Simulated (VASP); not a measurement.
Input of a VASP 6.6.1 run:

INCAR

```
SYSTEM = FeB3Pt
PREC = Accurate
ENCUT = 520
EDIFF = 1E-6
ISMEAR = 0
SIGMA = 0.1
LREAL = .False.
LASPH = .True.
NELM = 150
ALGO = Normal
ISIF = 2
LWAVE = .False.
LCHARG = .True.
ISPIN = 2
MAGMOM = 3.39 0 0 0 0
LORBIT = 11
LMAXMIX = 4
GGA = PE
LELF = .True.
LVHAR = .True.
NBANDS = 26
```

The input KPOINTS:

```
regular mesh
0
Gamma
  10 10 10
  0 0 0
```

The input POSCAR:

```
FeB3Pt
1.0
    4.0988016415      0.0000000000      0.0000000000
    0.0000000000      4.0988016415      0.0000000000
    0.0000000000      0.0000000000      4.0988016415
Fe B Pt
1 3 1
Direct
    0.0000000000      0.0000000000      0.0000000000
    0.0000000000      0.5000000000      0.5000000000
    0.5000000000      0.5000000000      0.0000000000
    0.5000000000      0.0000000000      0.5000000000
    0.5000000000      0.5000000000      0.5000000000
```

Potentials or basis: VASP PAW PBE potentials, release 64 (Fe, B, Pt).

The run is started by

```sh
$ cat potpaw_PBE.64/Fe/POTCAR potpaw_PBE.64/B/POTCAR potpaw_PBE.64/Pt/POTCAR > POTCAR
$ mpirun -np 1 vasp_std > vasp.out
```

Problem. What does it give for the pressure?

Solution. -0.2 GPa.

Problem. Predict the site moments.

Solution. Fe +3.00; B -0.04; Pt -0.01 μB.

Caveat: a cell with one magnetic atom can't hold antiferromagnetic order, which such compounds often take.
